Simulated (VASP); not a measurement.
**Ba2Be: relaxation of cell and atoms with PBE**

Crystal: Ba2Be.

```
Ba Be
1.0
     4.12006    0.00000    0.00000
     0.00000    4.12006    0.00000
     0.00000    0.00000    8.22680
Ba Be
4 2
Direct
  0.00000 0.00000 0.00000
  0.50000 0.50000 0.00000
  0.00000 0.50000 0.63600
  0.50000 0.00000 0.36400
  0.00000 0.50000 0.27300
  0.50000 0.00000 0.72700
```

The cell was generated, and may not be a known phase.

```yaml
Program: VASP 6.6.1
Task: relaxation of cell and atoms
Functional: PBE
Potentials_or_basis: VASP PAW PBE potentials, release 64 (Ba_sv, Be)
Cutoff: 600 eV
k_mesh: 4 × 4 × 2
Occupations: gaussian, width 0.1 eV
Spin: no spin polarisation
Dipole_correction: no
Further_INCAR_settings: ALGO = Normal; EDIFF = 1e-07; IBRION = 2; EDIFFG = -0.04; NSW = 90; ISIF = 3
```

The relaxed volume is 40.30 Å³/atom and the relaxed cell is a = 5.431 Å, b = 5.431 Å, c = 8.198 Å, α = 90.00°, β = 90.00°, γ = 90.00°. The space group after relaxing (to 0.1 Å) is P4/nmm (No. 129) and the energy gained by relaxing is 862.4 meV/atom. The ionic steps are 20, the pressure after relaxing is 0.1 GPa and the largest force after relaxing is 0.037 eV/Å. The band gap on the k mesh is zero (bands 22 and 23 overlap by 0.67 eV).

Forces in eV/Å, atoms in the order of the input:
```
Ba   0.000  0.000  0.000
Ba   0.000  0.000  0.000
Ba   0.000  0.000  0.033
Ba   0.000  0.000 -0.033
Be   0.000  0.000  0.037
Be   0.000  0.000 -0.037
```

Step by step:
| step | energy change (eV) | largest force (eV/Å) | pressure (GPa) | volume (Å³) |
| --- | --- | --- | --- | --- |
| 1 | 0.0000 | 0.7094 | 22.56 | 139.65 |
| 2 | -4.6400 | 0.5196 | 2.15 | 216.54 |
| 3 | -4.8119 | 0.4832 | 0.61 | 233.60 |
| 4 | -4.7515 | 0.4051 | -1.31 | 270.30 |
| 5 | -4.8438 | 0.4509 | -0.35 | 248.10 |
| 6 | -4.8444 | 0.4565 | -0.20 | 245.53 |
| 7 | -4.9049 | 0.4432 | -0.09 | 243.87 |
| 8 | -5.0232 | 0.4447 | 0.20 | 238.42 |
| 9 | -4.9799 | 0.5358 | 1.15 | 225.24 |
| 10 | -5.0446 | 0.4834 | 0.61 | 231.41 |
| 11 | -5.0997 | 0.3455 | 0.31 | 235.64 |
| 12 | -5.1486 | 0.1632 | -0.40 | 248.50 |
| 13 | -5.1509 | 0.1674 | -0.29 | 246.22 |
| 14 | -5.1645 | 0.1228 | -0.01 | 242.05 |
| 15 | -5.1660 | 0.1014 | 0.13 | 240.12 |
| 16 | -5.1702 | 0.0671 | 0.05 | 241.51 |
| 17 | -5.1727 | 0.0654 | -0.08 | 243.95 |
| 18 | -5.1727 | 0.0647 | -0.07 | 243.72 |
| 19 | -5.1740 | 0.0485 | 0.00 | 242.59 |
| 20 | -5.1743 | 0.0365 | 0.05 | 241.80 |

Final structure:
```xyz
6
Lattice="5.4310 0.0000 0.0000 0.0000 5.4310 0.0000 0.0000 0.0000 8.1976" Properties=species:S:1:pos:R:3 pbc="T T T"
Ba    0.0000    0.0000    0.0000
Ba    2.7155    2.7155    0.0000
Ba    0.0000    2.7155    5.0005
Ba    2.7155    0.0000    3.1971
Be    0.0000    2.7155    1.8270
Be    2.7155    5.4310    6.3705
```

Levels at points of the mesh, in eV from the Fermi level:
```
           k point  band 20  band 21  band 22  band 23  band 24  band 25
(0.00, 0.00, 0.00)    -0.59    -0.45    -0.45    -0.14     0.49     1.30
(0.50, 0.00, 0.00)    -0.90    -0.07    -0.07     0.31     0.31     0.99
(0.50, 0.50, 0.00)    -0.75    -0.01    -0.01     0.28     0.28     0.94
(0.00, 0.00, 0.50)    -1.14    -0.10    -0.10     0.18     0.58     0.83
(0.50, 0.00, 0.50)    -1.12    -0.25    -0.25     0.14     0.14     1.34
(0.50, 0.50, 0.50)    -1.04     0.44     0.44     0.48     0.48     1.31
```

It took 27 min on 1 thread of Oxide Virtual Turin-like Processor, with other jobs on the host, peak memory 0.28 GiB.

Caveat: the k points lie up to 0.38 Å⁻¹ apart in the final cell, too coarse for converged energies and pressures of a metal; the volume moved by over 15 % at a fixed basis, so the end points are rough; spin-orbit coupling is left out, which moves the levels of the heavy elements.
